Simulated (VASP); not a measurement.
Wanted: the native input for a VASP 6.6.1 run.

* Task: single point
* Functional: PBEsol
* Potentials or basis: VASP PAW PBE potentials, release 64 (Cu, S)
* Cutoff: 520 eV
* k mesh: 9 × 9 × 9
* Occupations: fermi-dirac, width 0.1 eV
* Spin: no spin polarisation
* Dipole correction: no
* Further INCAR settings: ALGO = Normal; EDIFF = 1e-07; NBANDS = 16

The structure of CuS lies in POSCAR:

```
CuS
1.0
    0.0000000000      2.5800301100      2.5800301100
    2.5800301100      0.0000000000      2.5800301100
    2.5800301100      2.5800301100      0.0000000000
Cu S
1 1
Direct
    0.2500000000      0.2500000000      0.2500000000
    0.0000000000      0.0000000000      0.0000000000
```

The input as run:

INCAR

```
SYSTEM = CuS
ALGO = Normal ; EDIFF = 1E-7
ENCUT = 520 ; GGA = PS
ISIF = 2 ; ISMEAR = -1
LASPH = .TRUE. ; LCHARG = .FALSE.
LREAL = .FALSE. ; LWAVE = .FALSE.
NBANDS = 16 ; NELM = 80
PREC = Accurate ; SIGMA = 0.1
```

KPOINTS

```
k-points
0
G
  9 9 9
  0 0 0
```

Potentials or basis: VASP PAW PBE potentials, release 64 (Cu, S).

The run is started by

```console
$ cat potpaw_PBE.64/Cu/POTCAR potpaw_PBE.64/S/POTCAR > POTCAR
$ mpirun -np 1 vasp_std > vasp.out
```

It gave:

The pressure is -1.5 GPa.

Caveat: the PAW data sets were made with another functional, which shifts forces and pressure a little.

Run time: 28 s on 1 thread of Intel Xeon 6975P-C, on a shared host, peak memory 0.16 GiB.
